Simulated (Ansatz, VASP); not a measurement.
**One calculation of BN, two programs**

```xyz
4
Lattice="2.5539 0.0000 0.0000 -1.2770 2.2118 0.0000 0.0000 0.0000 4.2269" Properties=species:S:1:pos:R:3 pbc="T T T"
N     0.0000    1.4745    0.5295
N     1.2770    0.7373    2.6430
B     0.0000    1.4745    2.1123
B     1.2770    0.7373    4.2257
```

Alike in both runs: functional BLYP; k mesh 12 × 12 × 6; occupations fermi-dirac, width 0.05 eV; no spin polarisation.

|  | VASP | Ansatz |
| --- | --- | --- |
| version | VASP 6.6.1 | Ansatz 0.2.0 |
| potentials or method | VASP PAW PBE potentials, release 64 (N, B) | Ansatz PAW |
| plane-wave cutoff (eV) | 520 | 420 |
| valence electrons in the cell | 16 | 16 |
| task | single point | band structure |

|  | VASP | Ansatz | Ansatz less VASP |
| --- | --- | --- | --- |
| gap on the k mesh at the Fermi level (eV) | 5.59 | 5.59 | +0.005 |
| least direct gap on the mesh (eV) | 8.41 | 8.39 | -0.012 |
| pressure (GPa) | 6.8 | 6.8 | -0.01 |
| traceless stress, the component that is largest in VASP (GPa) | -0.43 | -0.40 | +0.030 |
| rms of the force components (eV/Å) | 0.016 | 0.015 | -0.0010 |

VASP's potentials were made for PBE, not for BLYP. Atom by atom the forces differ by 0.001 eV/Å (rms over components). With one functional, cell and mesh, what is left measures potentials, basis and numerics.

Noted on Ansatz's run: Pulay correction over one GPa.
